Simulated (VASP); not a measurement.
# ZnF2 (P4_2/mnm) in VASP: a series of runs, part 2 of 2

VASP 6.6.1. The steps go on from the part before.

### Step 4. Single point, r2SCAN

This run uses another cell than the first one, of 10.85 Å³/atom.

POSCAR reads:

```
ZnF2
1.0
    4.6084562516      0.0000000000      0.0000000000
    0.0000000000      4.6084562516      0.0000000000
    0.0000000000      0.0000000000      3.0648032879
Zn F
2 4
Direct
    0.5000000000      0.5000000000      0.5000000000
    0.0000000000      0.0000000000      0.0000000000
    0.6982732185      0.6982732185      0.0000000000
    0.8017267815      0.1982732185      0.5000000000
    0.3017267815      0.3017267815      0.0000000000
    0.1982732185      0.8017267815      0.5000000000
```

INCAR.step1 reads:

```
SYSTEM = ZnF2
PREC = Accurate ; ENCUT = 660
ISMEAR = 0 ; SIGMA = 0.02
LREAL = .FALSE. ; LASPH = .TRUE.
NELM = 120 ; NBANDS = 35
GGA = PE ; ALGO = Normal
EDIFF = 1E-5 ; LWAVE = .TRUE.
LCHARG = .FALSE. ; GGA_COMPAT = .FALSE.
```

INCAR.step2 reads:

```
SYSTEM = ZnF2
PREC = Accurate ; ENCUT = 660
EDIFF = 1E-6 ; ISMEAR = 0
SIGMA = 0.02 ; LREAL = .FALSE.
LASPH = .TRUE. ; NELM = 120
ALGO = Normal ; ISIF = 2
LWAVE = .FALSE. ; LCHARG = .FALSE.
METAGGA = R2SCAN ; LMIXTAU = .TRUE.
NBANDS = 35 ; ISTART = 1
GGA_COMPAT = .FALSE.
```

KPOINTS reads:

```
regular mesh
0
G
  6 6 8
  0 0 0
```

Potentials or basis: VASP PAW PBE potentials, release 64 (Zn, F).

On the command line:

```bash
$ cat potpaw_PBE.64/Zn/POTCAR potpaw_PBE.64/F/POTCAR > POTCAR
$ cp INCAR.step1 INCAR
$ mpirun -np 1 vasp_std > vasp.out
$ cp INCAR.step2 INCAR
$ mpirun -np 1 vasp_std > vasp.out
```

OUTCAR:

```text
SYSTEM = ZnF2
   PREC = Accurate
   ENCUT = 660
   EDIFF = 1E-6
   ISMEAR = 0
   LREAL = .FALSE.
   LASPH = .TRUE.
   NELM = 120
   ISIF = 2
   METAGGA = R2SCAN
   ISTART = 1

 ion  position               nearest neighbor table
   1  0.500  0.500  0.500-   4 1.97   6 1.97   5 2.00   3 2.00   3 2.00   5 2.00
   2  0.000  0.000  0.000-   3 1.97   5 1.97   4 2.00   6 2.00   4 2.00   6 2.00
   3  0.698  0.698  0.000-   2 1.97   1 2.00   1 2.00
   4  0.802  0.198  0.500-   1 1.97   2 2.00   2 2.00
   5  0.302  0.302  0.000-   2 1.97   1 2.00   1 2.00
   6  0.198  0.802  0.500-   1 1.97   2 2.00   2 2.00

  LATTYP: Found a simple tetragonal cell.
 ALAT       =     4.6084562516
 C/A-ratio  =     0.6650390327

  Lattice vectors:

 A1 = (   4.6084562516,   0.0000000000,   0.0000000000)
 A2 = (   0.0000000000,   4.6084562516,   0.0000000000)
 A3 = (   0.0000000000,   0.0000000000,   3.0648032879)

Analysis of symmetry for initial positions (statically):
=====================================================================
 Subroutine PRICEL returns:
 Original cell was already a primitive cell.

 Routine SETGRP: Setting up the symmetry group for a
 simple tetragonal supercell.

 Subroutine GETGRP returns: Found 16 space group operations
 (whereof  8 operations were pure point group operations)
 out of a pool of 16 trial point group operations.

The static configuration has the point symmetry D_2h.
 The point group associated with its full space group is D_4h.

Analysis of symmetry for dynamics (positions and initial velocities):
=====================================================================
 Subroutine PRICEL returns:
 Original cell was already a primitive cell.

 Routine SETGRP: Setting up the symmetry group for a
 simple tetragonal supercell.

[... 131 lines left out ...]
   IMIX   =      4    mixing-type and parameters
     AMIX     =   0.40;   BMIX     =  1.00
     AMIX_MAG =   1.60;   BMIX_MAG =  1.00
  volume/ion in A,a.u.               =      10.85        73.21
  Fermi-wavevector in a.u.,A,eV,Ry     =   1.519048  2.870584 31.395527  2.307506
  Thomas-Fermi vector in A             =   2.628086
   LORBIT       =      0    0 simple, 1 ext, 2 COOP (PROOUT), +10 PAW based schemes
   METAGGA = R2SCAN    functional components
   LHFCALC =     F    Hartree Fock is set to
   AEXX    =    0.0000 exact exchange contribution
   IVDW    =     0    specifies the selected vdW correction
   LEPSILON=     F    determine dielectric tensor
   LRPA    =     F    only Hartree local field effects (RPA)
 non-spin polarized calculation
 Gauss-broadening in eV      SIGMA  =   0.02
  energy-cutoff  :      660.00
  volume of cell :       65.09
 maximum number of plane-waves:      2536
 NGX is ok and might be reduce to    40
   NGX = 19   NGY = 19   NGZ = 13

 number of electron      52.0000019 magnetization

 Free energy of the ion-electron system (eV)
  ---------------------------------------------------
  ext. energy  EPLUGINS =         0.00000000
  ---------------------------------------------------
  free energy    TOTEN  =       -45.56120805 eV

  energy without entropy =      -45.56120805  energy(sigma->0) =      -45.56120805

 E-fermi :  -0.7943     XC(G=0): -11.3273

 val. band max:       -0.8751831940   @ k =   0.0000   0.0000   0.0000
 cond. band min:       3.4094072703   @ k =   0.0000   0.0000   0.0000
 fundamental gap:      4.2845904642
 Fermi energy:        -0.7942694887

 k-point     1 :       0.0000    0.0000    0.0000
  band No.  band energies     occupation
      1     -24.6506      2.00000
      2     -23.7973      2.00000
      3     -23.7973      2.00000
      4     -23.7399      2.00000
      5      -7.8686      2.00000
      6      -6.8919      2.00000
[... 901 lines left out ...]
     34      14.2718      0.00000
     35      16.5349      0.00000

 [... further k-points ...]

------------------------ aborting loop because EDIFF is reached ----------------------------------------

  FORCE on cell =-STRESS in cart. coord.  units (eV):
  Direction    XX          YY          ZZ          XY          YZ          ZX
  --------------------------------------------------------------------------------------
  -------------------------------------------------------------------------------------
  Total        3.4292641      3.4292641      4.1518936      0.0000000      0.0000000      0.0000000
  in kB       84.4107926     84.4107926    102.1982008      0.0000000      0.0000000      0.0000000
  external PRESSURE =      90.3399287 kB  Pullay stress =       0.0000000 kB

 VOLUME and BASIS-vectors are now :
 -----------------------------------------------------------------------------
  energy-cutoff  :      660.00
  volume of cell :       65.09
      direct lattice vectors                 reciprocal lattice vectors
     4.608456252  0.000000000  0.000000000     0.216992404  0.000000000  0.000000000
     0.000000000  4.608456252  0.000000000     0.000000000  0.216992404  0.000000000
     0.000000000  0.000000000  3.064803288     0.000000000  0.000000000  0.326285215

 POSITION                                       TOTAL-FORCE (eV/Angst)
 -----------------------------------------------------------------------------------
      2.30423      2.30423      1.53240         0.000000      0.000000      0.000000
      0.00000      0.00000      0.00000         0.000000      0.000000      0.000000
      3.21796      3.21796      0.00000         0.006897      0.006897      0.000000
      3.69472      0.91373      1.53240        -0.006897      0.006897      0.000000
      1.39049      1.39049      0.00000        -0.006897     -0.006897      0.000000
      0.91373      3.69472      1.53240         0.006897     -0.006897      0.000000
 -----------------------------------------------------------------------------------
    total drift:                                0.000000     -0.000000     -0.000000

  FREE ENERGIE OF THE ION-ELECTRON SYSTEM (eV)
  ---------------------------------------------------
  free  energy   TOTEN  =       -45.5612080514 eV

  energy  without entropy=      -45.5612080514  energy(sigma->0) =      -45.56120805
```

OUTCAR.step1:

```text
SYSTEM = ZnF2
   PREC = Accurate
   ENCUT = 660
   ISMEAR = 0
   LREAL = .FALSE.
   LASPH = .TRUE.
   NELM = 120
[... 1151 lines left out ...]
      3.69472      0.91373      1.53240        -0.026932      0.026932      0.000000
      1.39049      1.39049      0.00000        -0.026932     -0.026932     -0.000000
      0.91373      3.69472      1.53240         0.026932     -0.026932      0.000000
 -----------------------------------------------------------------------------------
    total drift:                                0.000000     -0.000000     -0.000000

  FREE ENERGIE OF THE ION-ELECTRON SYSTEM (eV)
  ---------------------------------------------------
  free  energy   TOTEN  =       -22.8645498679 eV

  energy  without entropy=      -22.8645498679  energy(sigma->0) =      -22.86454987
```

Run time: 4 min. Hardware: 1 thread of Intel Xeon 6975P-C (Granite Rapids), shared host; peak memory 0.29 GiB.

Results:

```yaml
Free_energy: -45.5612 eV
Pressure: 9.0 GPa
Largest_force: 0.010 eV/Å
Band_gap_on_the_k_mesh: 4.28 eV
```

Forces in eV/Å, atoms in the order of the input:
```
Zn   0.000  0.000  0.000
Zn   0.000  0.000  0.000
F    0.007  0.007  0.000
F   -0.007  0.007  0.000
F   -0.007 -0.007  0.000
F    0.007 -0.007  0.000
```

Stress tensor (GPa, compression positive):
```
 8.44  0.00  0.00
 0.00  8.44  0.00
 0.00  0.00 10.22
```

Caveat: the cell stands under pressure; the PAW data sets were made with another functional, which shifts forces and pressure a little. A k mesh can miss the band edges.
